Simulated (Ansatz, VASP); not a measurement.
# One calculation of TiB, two programs

The input INCAR:

```
SYSTEM = TiB
  ALGO = Normal
  EDIFF = 1E-8
  ENCUT = 420
  GGA_COMPAT = .False.
  ISIF = 2
  ISMEAR = -1
  LASPH = .True.
  LCHARG = .False.
  LEFG = .True.
  LREAL = .False.
  LWAVE = .False.
  NBANDS = 14
  NELM = 120
  PREC = Accurate
  SIGMA = 0.05
```

KPOINTS

```
k-points
0
Gamma
  13 13 13
  0 0 0
```

File POSCAR:

```
TiB
1.0
    0.0000000000      2.1430200000      2.1010000000
    2.1430200000      0.0000000000      2.1010000000
    2.1430200000      2.1430200000      0.0000000000
Ti B
1 1
Direct
    0.7500000000      0.7500000000      0.7500000000
    0.0000000000      0.0000000000      0.0000000000
```

Input for Ansatz:

```yaml
crystal:
  lattice:
    - [0.0, 2.14302, 2.101]
    - [2.14302, 0.0, 2.101]
    - [2.14302, 2.14302, 0.0]
  atoms:
    - { symbol: Ti, position: [0.75, 0.75, 0.75] }
    - { symbol: B, position: [0.0, 0.0, 0.0] }
kpoints:
  mp_grid: { grid: [13, 13, 13] }
scf:
  occupations: { method: fermi_dirac, width: 0.05 }
hamiltonian:
  xc: lda
  pseudopotentials: { kind: all_electron, datasets: crystal }
output:
  forces: true
  stress: true
  eigenvalues: true
  efg: { contact_densities: true }
```

Change from the starting cell: equal xx and yy strain of +2 %, crystal datasets.

Alike in both runs: task electric field gradients; functional LDA; k mesh 13 × 13 × 13; occupations fermi-dirac, width 0.05 eV; no spin polarisation.

|  | VASP | Ansatz |
| --- | --- | --- |
| version | VASP 6.6.1 | Ansatz 0.2.0 |
| potentials or method | VASP PAW LDA potentials, release 64 (Ti_sv, B), cutoff 420 eV | all-electron PAW with datasets made for the crystal, scalar-relativistic |

```csv
,VASP,Ansatz,Ansatz less VASP
size of Vzz on the site where it differs most (V/Å²),0.2,0.1,-0.09
```

LDA's correlation is that of Perdew and Zunger in VASP and of Perdew and Wang (1992) in Ansatz. Ansatz ran all-electron here, and VASP with PAW potentials.

Noted on VASP's run: the cell as given lies far from equilibrium.
